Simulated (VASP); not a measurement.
# WC (P1) in VASP: a series of runs, part 2 of 2

VASP 6.6.1.

## 3. Single point, PBE+D3(BJ)

INCAR reads:

```
  PREC = Accurate
  ENCUT = 520
  EDIFF = 1E-6
  ISMEAR = -1
  SIGMA = 0.24
  LREAL = Auto
  LASPH = True
  NELM = 80
  ALGO = Normal
  ISIF = 2
  LWAVE = False
  LCHARG = True
  GGA = PE
  IVDW = 12
  LELF = True
  LVHAR = True
  NBANDS = 86
```

KPOINTS reads:

```
Automatic mesh
0
Gamma
  2 2 2
```

POSCAR reads:

```
WC
1.0
   -2.9017000000     -5.0258920000      0.0000000000
    4.3525500000     -2.5129460000      0.0000000000
    0.0000000000      0.0000000000      5.6680000000
W C
8 8
Direct
    0.7701539340      0.4755730940     -0.0305222301
    0.7440663205      0.5237291340      0.4875970360
    0.4961979874      0.0363965262      0.0009350741
    0.4928590206      0.0248886331      0.4817043049
    0.2720295820      0.5047496842      0.0072512350
    0.2576311795      0.5478325105      0.5018348624
    0.0034404134     -0.0147998191      0.0034580099
    0.0121849484      0.0309834614      0.5007586450
    0.5137050409      0.6919662996      0.2384968243
    0.4652303251      0.7298615373      0.7499294284
    0.2061606174      0.2169799918      0.2616796048
    0.2709354606      0.2336730022      0.7428016937
   -0.0013133999      0.6803572406      0.2533874382
   -0.0002004378      0.6932530102      0.7159315455
    0.7452745505      0.1644009059      0.2330275229
    0.7762232654      0.1742121399      0.7640613973
```

Potentials or basis: VASP PAW PBE potentials, release 64 (W_sv, C).

Launch:

```sh
$ cat potpaw_PBE.64/W_sv/POTCAR potpaw_PBE.64/C/POTCAR > POTCAR
$ mpirun -np 1 vasp_std > vasp.out
```

OUTCAR:

```text
PREC = Accurate
   ENCUT = 520
   EDIFF = 1E-6
   ISMEAR = -1
   LREAL = Auto
   LASPH = True
   NELM = 80
   ISIF = 2
   GGA = PE
   IVDW = 12
 IVDW          = 12

 ion  position               nearest neighbor table
   1  0.770  0.476  0.969-  16 1.91  15 2.17  14 2.24  13 2.33   9 2.39  10 2.51   3 2.73   2 2.75
                             7 2.82   5 2.90   7 2.90   5 2.92   2 2.95   3 3.24
   2  0.744  0.524  0.488-   9 2.12  13 2.14  14 2.15  15 2.31  16 2.36  10 2.43   1 2.75   6 2.83
                             4 2.90   4 2.91   8 2.93   1 2.95   6 2.98   8 2.99
   3  0.496  0.036  0.001-  15 2.06  10 2.10   9 2.20  12 2.20  16 2.22  11 2.42   5 2.69   4 2.73
                             1 2.73   7 2.87   4 2.94   7 2.95   5 2.97   1 3.24
   4  0.493  0.025  0.482-  10 2.13  15 2.15   9 2.17  12 2.22  11 2.29  16 2.41   3 2.73   6 2.76
                             8 2.79   2 2.90   2 2.91   3 2.94   6 2.96   8 3.02
   5  0.272  0.505  0.007-  12 2.03  11 2.08   9 2.14  10 2.16  13 2.29  14 2.47   3 2.69   6 2.81
                             6 2.87   7 2.87   1 2.90   1 2.92   3 2.97   7 3.04
   6  0.258  0.548  0.502-  14 2.06  10 2.07  12 2.09  13 2.16  11 2.17   9 2.23   4 2.76   5 2.81
                             8 2.82   2 2.83   5 2.87   8 2.96   4 2.96   2 2.98
   7  0.003  0.985  0.003-  13 2.09  16 2.12  15 2.18  14 2.19  11 2.21  12 2.48   1 2.82   8 2.83
[... 222 lines left out ...]
      6     -62.6660      2.00000
[... 685 lines left out ...]
     83      14.9864      0.00000
     84      15.1175      0.00000
 [bands above 84 left out]

------------------------ aborting loop because EDIFF is reached ----------------------------------------

 Edisp (eV)   -7.42330

 E8    (eV) :    -3.4041

  FORCE on cell =-STRESS in cart. coord.  units (eV):
  Direction    XX          YY          ZZ          XY          YZ          ZX
  --------------------------------------------------------------------------------------
  -------------------------------------------------------------------------------------
  Total      13.10456    12.08836    14.10064    -5.24332    -0.07245     0.30318
  in kB     127.00111   117.15279   136.65451   -50.81493    -0.70213     2.93820
  external pressure =      126.94 kB  Pullay stress =        0.00 kB

 VOLUME and BASIS-vectors are now :
 -----------------------------------------------------------------------------
  energy-cutoff  :      520.00
  volume of cell :      165.32
      direct lattice vectors                 reciprocal lattice vectors
    -2.901700000 -5.025892000  0.000000000    -0.086156391 -0.149227242  0.000000000
     4.352550000 -2.512946000  0.000000000     0.172312782 -0.099484828  0.000000000
     0.000000000  0.000000000  5.668000000     0.000000000  0.000000000  0.176429076

 POSITION                                       TOTAL-FORCE (eV/Angst)
 -----------------------------------------------------------------------------------
     -0.16480     -5.06580      5.49500         6.055494     -2.474161      4.322562
      0.12050     -5.05570      2.76370        -0.835757     -0.794397      0.094411
     -1.28140     -2.58530      0.00530        -2.212638      1.244910     -1.555100
     -1.32180     -2.53960      2.73030         0.561467     -1.869454      2.372046
      1.40760     -2.63560      0.04110         4.318309      0.274588     -0.788695
      1.63690     -2.67150      2.84440        -1.461014      1.921077     -1.565824
[... 8 lines left out ...]
     -1.44700     -4.15880      1.32080         0.299181     -1.630680      1.422558
     -1.49410     -4.33900      4.33070        -0.545702      2.137711     -3.249123
 -----------------------------------------------------------------------------------
    total drift:                                0.006660     -0.009433     -0.005862

  FREE ENERGIE OF THE ION-ELECTRON SYSTEM (eV)
  ---------------------------------------------------
  free  energy   TOTEN  =      -181.7058743063 eV

  energy  without entropy=     -180.9056907468  energy(sigma->0) =     -181.30578253
```

OSZICAR:

```text
N       E                     dE             d eps       ncg     rms          rms(c)
DAV:   1     0.193540736491E+04    0.19354E+04   -0.77740E+04  1376   0.193E+03
DAV:   2    -0.119419917486E+00   -0.19355E+04   -0.18728E+04  1376   0.618E+02
DAV:   3    -0.190133569370E+03   -0.19001E+03   -0.18035E+03  1656   0.169E+02
DAV:   4    -0.198623119197E+03   -0.84895E+01   -0.83216E+01  1616   0.320E+01
DAV:   5    -0.198873705328E+03   -0.25059E+00   -0.24924E+00  1648   0.528E+00    0.953E+01
DAV:   6    -0.175027068613E+03    0.23847E+02   -0.14605E+02  1730   0.396E+01    0.299E+01
DAV:   7    -0.174515555191E+03    0.51151E+00   -0.90166E+00  1632   0.128E+01    0.157E+01
DAV:   8    -0.174377705154E+03    0.13785E+00   -0.18663E+00  1642   0.864E+00    0.383E+00
DAV:   9    -0.174282253090E+03    0.95452E-01   -0.42912E-01  1640   0.414E+00    0.728E-01
DAV:  10    -0.174282717732E+03   -0.46464E-03   -0.61364E-02  1696   0.122E+00    0.347E-01
DAV:  11    -0.174282604503E+03    0.11323E-03   -0.63114E-03  1656   0.457E-01    0.186E-01
DAV:  12    -0.174282560310E+03    0.44194E-04   -0.13142E-03  1704   0.219E-01    0.624E-02
DAV:  13    -0.174282580639E+03   -0.20329E-04   -0.21153E-04  1712   0.103E-01    0.243E-02
DAV:  14    -0.174282576957E+03    0.36813E-05   -0.33813E-05  1672   0.394E-02    0.150E-02
DAV:  15    -0.174282574926E+03    0.20313E-05   -0.10300E-05  1632   0.170E-02    0.684E-03
DAV:  16    -0.174282574157E+03    0.76866E-06   -0.12174E-06   856   0.780E-03
   1 F= -.18170587E+03 E0= -.18130578E+03  d E =-.800184E+00
```

Run time: 2.1 min. Hardware: 1 thread of Intel Xeon 6975P-C (Granite Rapids), shared host; peak memory 0.31 GiB.

What came out:

| Item | Value |
| --- | --- |
| Free energy | -181.7059 eV |
| Pressure | 12.7 GPa |
| Largest force | 7.841 eV/Å |
| Band gap on the k mesh | zero (bands 72 and 73 overlap by 0.24 eV) |
| Dispersion energy per atom | -0.464 eV |

Forces in eV/Å, atoms in the order of the input:
```
W    6.055 -2.474  4.323
W   -0.836 -0.794  0.094
W   -2.213  1.245 -1.555
W    0.561 -1.869  2.372
W    4.318  0.275 -0.789
W   -1.461  1.921 -1.566
W    2.370 -1.553 -0.839
W    0.920  2.769 -0.016
C   -0.102  0.718  0.237
C   -2.841 -2.036 -0.430
C   -3.389 -2.082 -1.268
C   -2.565  2.434 -0.669
C   -0.301  0.263 -0.810
C   -0.273  0.676  2.742
C    0.299 -1.631  1.423
C   -0.546  2.138 -3.249
```

Levels at points of the mesh, in eV from the Fermi level:
| k point | band 68 | band 69 | band 70 | band 71 | band 72 | band 73 | band 74 | band 75 | band 76 | band 77 |
| --- | --- | --- | --- | --- | --- | --- | --- | --- | --- | --- |
| (0.00, 0.00, 0.00) | -1.10 | -0.86 | -0.49 | -0.47 | -0.23 | -0.17 | 0.59 | 0.79 | 1.25 | 1.59 |
| (0.50, 0.00, 0.00) | -1.73 | -1.14 | -1.06 | -0.21 | 0.07 | 0.34 | 0.46 | 0.74 | 0.95 | 1.63 |
| (0.00, 0.50, 0.00) | -2.05 | -1.01 | -0.75 | -0.21 | -0.01 | 0.96 | 1.13 | 1.48 | 1.81 | 1.94 |
| (0.50, 0.50, 0.00) | -2.06 | -1.87 | -1.46 | -1.37 | -1.13 | 1.10 | 1.29 | 1.37 | 1.60 | 1.77 |
| (0.00, 0.00, 0.50) | -1.55 | -1.43 | -0.90 | -0.38 | -0.24 | 0.29 | 0.47 | 0.66 | 1.06 | 2.31 |
| (0.50, 0.00, 0.50) | -1.60 | -1.23 | -1.17 | -1.06 | -0.81 | 0.08 | 0.27 | 0.52 | 0.58 | 2.16 |
| (0.00, 0.50, 0.50) | -1.72 | -1.45 | -1.32 | -1.19 | -1.01 | 0.56 | 0.72 | 0.85 | 1.09 | 2.02 |
| (0.50, 0.50, 0.50) | -1.91 | -1.65 | -1.56 | -1.53 | -1.33 | 0.53 | 0.67 | 1.02 | 1.38 | 1.71 |

Caveat: the k points lie up to 0.63 Å⁻¹ apart; spin-orbit coupling is left out, which moves the levels of the heavy elements; forces of over 1 eV/Å act on the atoms, so gaps and moduli don't describe the material at rest.
